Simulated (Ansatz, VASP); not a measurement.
**Two plane-wave programs on CdSiN2**

```xyz
8
Lattice="3.0893 0.0000 0.0000 0.0000 3.0893 0.0000 0.0000 0.0000 10.3159" Properties=species:S:1:pos:R:3 pbc="T T T"
Cd    1.5447    0.0000    8.8884
Cd    0.0000    1.5447    1.4275
N     1.5447    1.5447    0.0000
N     0.0000    0.0000    3.3497
N     1.5447    1.5447    5.1579
N     0.0000    0.0000    6.9662
Si    1.5447    0.0000    4.0817
Si    0.0000    1.5447    6.2341
```

Alike in both runs: task single point; functional PBE; k mesh 8 × 8 × 4; occupations fermi-dirac, width 0.02 eV; no spin polarisation.

|  | VASP | Ansatz |
| --- | --- | --- |
| version | VASP 6.6.1 | Ansatz 0.2.0 |
| potentials or method | VASP PAW PBE potentials, release 64 (Cd, N, Si) | plane waves, PAW |
| plane-wave cutoff (eV) | 520 | 420 |
| valence electrons in the cell | 52 | 68 |

```tsv
	VASP	Ansatz	Ansatz less VASP
pressure (GPa)	5.3	4.4	-0.82
rms of the force components (eV/Å)	0.132	0.104	-0.0273
```

VASP's potentials hold 52 valence electrons a cell and Ansatz's 68, so a difference there can come from the potentials and not from the codes.
